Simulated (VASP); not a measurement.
PbSe:

```
Pb Se
1.0
     3.76816    0.00000    0.00000
     0.00000    3.76816    0.00000
     0.00000    0.00000    3.76816
Pb Se
1 1
Cartesian
  0.0000 0.0000 0.0000
  1.8841 1.8841 1.8841
```

Base run:

```yaml
Program: VASP 6.6.1
Functional: PBE
Dispersion: D4
Potentials_or_basis: VASP PAW PBE potentials, release 64 (Pb_d, Se)
Cutoff: 520 eV
k_mesh: 6 × 6 × 6
Occupations: fermi-dirac, width 0.02 eV
Spin: no spin polarisation
```

Its results: band gap on the k mesh zero (band 10 reaches 5.61 eV, above the bottom of band 11 at 4.85 eV); pressure -1.8 GPa.

Q: The run is repeated on the same cell with these changes: functional from PBE to r2SCAN; dispersion from D4 to none. What comes out?

A: Band gap on the k mesh zero (band 10 reaches 5.45 eV, above the bottom of band 11 at 4.88 eV); pressure 0.0 GPa.

Several settings changed at once, so the effect can't be laid on one alone.

Caveats: spin-orbit coupling is left out, which moves the levels of the heavy elements; pairwise dispersion overbinds metals, which lowers pressure and volume (some runs); the PAW data sets were made with another functional, which shifts forces and pressure a little (some runs).
